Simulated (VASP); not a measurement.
Write the native input for VASP 6.6.1 that does the following.

* Task: single point
* Functional: PBEsol
* Potentials or basis: VASP PAW PBE potentials, release 64 (W_sv)
* Cutoff: 520 eV
* k mesh: 18 × 18 × 18
* Occupations: gaussian, width 0.1 eV
* Spin: no spin polarisation
* Dipole correction: no
* Further INCAR settings: ALGO = Fast; EDIFF = 1e-07; NBANDS = 13

The structure of W lies in POSCAR:

```
W
1.0
   -1.5619038320      1.5619038320      1.5619038320
    1.5619038320     -1.5619038320      1.5619038320
    1.5619038320      1.5619038320     -1.5619038320
W
1
Direct
    0.0000000000      0.0000000000      0.0000000000
```

This cell differs from its parent crystal: strained.

The input as run:

INCAR

```
SYSTEM = W
PREC = Accurate
ENCUT = 520
EDIFF = 1E-7
ISMEAR = 0
SIGMA = 0.1
LREAL = .FALSE.
LASPH = .TRUE.
NELM = 100
ALGO = Fast
ISIF = 2
LWAVE = .FALSE.
LCHARG = .FALSE.
GGA = PS
NBANDS = 13
```

KPOINTS

```
Automatic mesh
0
G
  18 18 18
  0 0 0
```

Potentials or basis: VASP PAW PBE potentials, release 64 (W_sv).

Command:

```console
$ cat potpaw_PBE.64/W_sv/POTCAR > POTCAR
$ mpirun -np 1 vasp_std > vasp.out
```

Results of the run:

```yaml
Pressure: 10.9 GPa
Band_gap_on_the_k_mesh: zero (bands 7 and 8 overlap by 6.77 eV)
```

Caveat: the cell differs from its parent crystal (strained); the cell stands under pressure; the PAW data sets were made with another functional, which shifts forces and pressure a little; spin-orbit coupling is left out, which moves the levels of the heavy elements.

It took 2.1 min on 1 thread of AMD EPYC 7571 (shared host), peak memory 0.12 GiB.
